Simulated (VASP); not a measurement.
The system is Mg4H.

```
Mg H
1.0
     2.69869   -2.76324    0.00000
     2.69869    2.76324    0.00000
     0.00000    0.00000    8.34356
Mg H
4 1
Cartesian
  0.0000 0.0000 5.5793
  0.0000 0.0000 2.7643
  2.6987 1.3742 0.0000
  2.6987 -1.3742 0.0000
  2.6987 0.0000 4.1718
```

The cell was built from a structure type or drawn by symmetry, and may not be a known phase.

- Program: VASP 6.6.1
- Task: relaxation of cell and atoms
- Functional: PBE
- Potentials or basis: VASP PAW PBE potentials, release 64 (Mg, H)
- Cutoff: 600 eV
- k mesh: 10 × 10 × 6
- Occupations: gaussian, width 0.1 eV
- Spin: no spin polarisation

At the start: pressure -0.2 GPa; volume 24.89 Å³/atom.

Question: Where does the relaxation end?

Answer: Over 6 steps the energy falls by 3.7 meV/atom and the volume is 24.65 Å³/atom (-1.0 %); space group Cmmm (No. 65, to 0.1 Å) before and after.

Step by step:
| step | energy change (eV) | largest force (eV/Å) | pressure (GPa) | volume (Å³) |
| --- | --- | --- | --- | --- |
| 1 | 0.0000 | 0.0944 | -0.20 | 124.44 |
| 2 | -0.0054 | 0.0908 | -0.10 | 123.88 |
| 3 | -0.0139 | 0.0842 | 0.23 | 122.19 |
| 4 | -0.0175 | 0.0447 | 0.11 | 122.76 |
| 5 | -0.0181 | 0.0253 | 0.04 | 123.09 |
| 6 | -0.0183 | 0.0039 | 0.00 | 123.25 |

Final structure:
```
Mg H
1.0
     2.68138   -2.82458    0.00000
     2.68138    2.82458    0.00000
     0.00000    0.00000    8.13684
Mg H
4 1
Cartesian
  0.0000 0.0000 5.4735
  0.0000 0.0000 2.6633
  2.6814 1.3920 0.0000
  2.6814 -1.3920 0.0000
  2.6814 0.0000 4.0684
```
